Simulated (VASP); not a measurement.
Input of a VASP 6.6.1 run:

INCAR

```
SYSTEM = In
PREC     = Accurate       ! precision mode
ENCUT    = 520            ! plane-wave cutoff, eV
EDIFF    = 1E-7           ! SCF threshold, eV
ISMEAR   = 0              ! smearing method
SIGMA    = 0.1            ! smearing width, eV
LREAL    = .FALSE.        ! projectors in reciprocal space
LASPH    = .TRUE.         ! aspherical terms in the spheres
NELM     = 60             ! most SCF steps
ALGO     = Normal         ! electronic algorithm
ISIF     = 2              ! what is computed and relaxed
LWAVE    = .FALSE.        ! write WAVECAR
LCHARG   = .TRUE.         ! write CHGCAR
GGA      = PE             ! functional
LELF     = .TRUE.         ! ELF
LVHAR    = .TRUE.       
NBANDS   = 26             ! bands
```

File KPOINTS:

```
regular mesh
0
G
  6 6 2
  0 0 0
```

The input POSCAR:

```
In
1.0
    3.4205449019      0.1205562339      0.0527862151
    1.5865867072      2.9999707252      0.0142262010
    1.1056476616      0.6651716154      8.1198216753
In
3
Direct
    0.7774264441      0.7782100367      0.6666860962
    0.5436117919      0.5440542673      0.3344208127
    0.0122950973      0.0110690293      0.9988930911
```

Potentials or basis: VASP PAW PBE potentials, release 64 (In_d).

The run is started by

```console
$ cat potpaw_PBE.64/In_d/POTCAR > POTCAR
$ mpirun -np 1 vasp_std > vasp.out
```

Question: What does it give for the band gap on the k mesh?

Answer: Zero (an odd number of electrons rules out a gap without spin polarisation).

Question: What does it give for the largest force?

Answer: 0.013 eV/Å.

Question: Predict the pressure.

Answer: 0.0 GPa.

Forces in eV/Å, atoms in the order of the input:
```
In   0.000  0.000 -0.001
In   0.008  0.002 -0.009
In  -0.008 -0.002  0.009
```

Caveat: the k points lie up to 0.39 Å⁻¹ apart, too coarse for converged energies and pressures of a metal; spin-orbit coupling is left out, which moves the levels of the heavy elements.
